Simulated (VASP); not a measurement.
NaCl: single point with PBEsol

The system is NaCl.

```
CELL_PARAMETERS angstrom
0.00000 2.83175 2.83175
2.83175 0.00000 2.83175
2.83175 2.83175 0.00000
ATOMIC_POSITIONS crystal
Na 0.89406 0.00000 0.00000
Cl 0.50000 0.50000 0.50000
```

This cell differs from its parent crystal: atom 1 (Na) moved by (-0.300, -0.300) A along y and z.

| Quantity | Value |
| --- | --- |
| Program | VASP 6.6.1 |
| Task | single point |
| Functional | PBEsol |
| Potentials or basis | VASP PAW PBE potentials, release 64 (Na_pv, Cl) |
| Cutoff | 500 eV |
| k mesh | 8 × 8 × 8 |
| Occupations | gaussian, width 0.05 eV |
| Spin | no spin polarisation |

| Quantity | Value |
| --- | --- |
| Pressure | 1.1 GPa |
| Largest force | 0.622 eV/Å |
| Band gap on the k mesh | 4.91 eV |

Forces in eV/Å, atoms in the order of the input:
```
Na   0.000  0.440  0.440
Cl   0.000 -0.440 -0.440
```

Stress tensor (GPa, compression positive):
```
-1.11  0.00  0.00
 0.00  2.18 -0.89
 0.00 -0.89  2.18
```

Levels at points of the mesh, in eV from the valence-band top:
```csv
k point,band 4,band 5,band 6,band 7,band 8,band 9,band 10,band 11
"(0.00, 0.00, 0.00)",-12.62,-0.07,-0.01,0.00,4.91,10.97,11.09,11.20
"(0.50, 0.00, 0.00)",-12.29,-1.90,-0.32,-0.24,7.14,10.16,10.88,11.06
"(0.00, 0.50, 0.00)",-12.28,-1.93,-0.26,-0.22,7.06,10.03,10.85,11.34
"(0.50, 0.50, 0.00)",-12.23,-1.65,-0.60,-0.60,7.35,7.96,11.07,14.52
"(0.00, 0.50, 0.50)",-12.24,-1.65,-0.65,-0.59,7.37,8.01,11.08,14.35
```

Run time: 50 s on 1 thread of AMD EPYC 7R13 Processor (Zen 3), with other jobs on the host, peak memory 0.16 GiB.

Caveat: the cell differs from its parent crystal (atom 1 (Na) moved by (-0.300, -0.300) A along y and z); the PAW data sets were made with another functional, which shifts forces and pressure a little. A k mesh can miss the band edges.
